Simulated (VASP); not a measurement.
MgO: single point with r2SCAN

The system is MgO.

```
Mg O
1.0
     2.09394    2.09394    0.00000
    -2.09394    2.09394    0.00000
     0.00000    2.09394    2.09394
Mg O
1 1
Direct
  0.00000 0.00000 0.00000
  0.50000 0.50000 0.00000
```

* Program: VASP 6.6.1
* Task: single point
* Functional: r2SCAN
* Potentials or basis: VASP PAW PBE potentials, release 64 (Mg, O)
* Cutoff: 520 eV
* k mesh: 10 × 10 × 10
* Occupations: gaussian, width 0.01 eV
* Spin: no spin polarisation
* Dipole correction: no
* Further INCAR settings: ALGO = Normal; EDIFF = 1e-06; NBANDS = 11

| Property | Result |
| --- | --- |
| Pressure | 0.9 GPa |
| Band gap on the k mesh | 5.78 eV |

Levels at points of the mesh, in eV from the valence-band top:
```csv
k point,band 1,band 2,band 3,band 4,band 5,band 6,band 7,band 8,band 9
"(0.00, 0.00, 0.00)",-18.29,0.00,0.00,0.00,5.78,16.94,16.94,16.94,21.13
"(0.50, 0.00, 0.00)",-17.00,-4.69,-0.69,-0.69,8.92,14.01,17.61,17.61,22.65
"(0.50, 0.50, 0.00)",-16.74,-4.17,-1.40,-1.40,10.05,11.26,14.48,20.65,20.65
```

Wall time 40 s on 1 thread of Intel Xeon 8259CL (shared host), peak memory 0.15 GiB.

Caveat: the PAW data sets were made with another functional, which shifts forces and pressure a little.
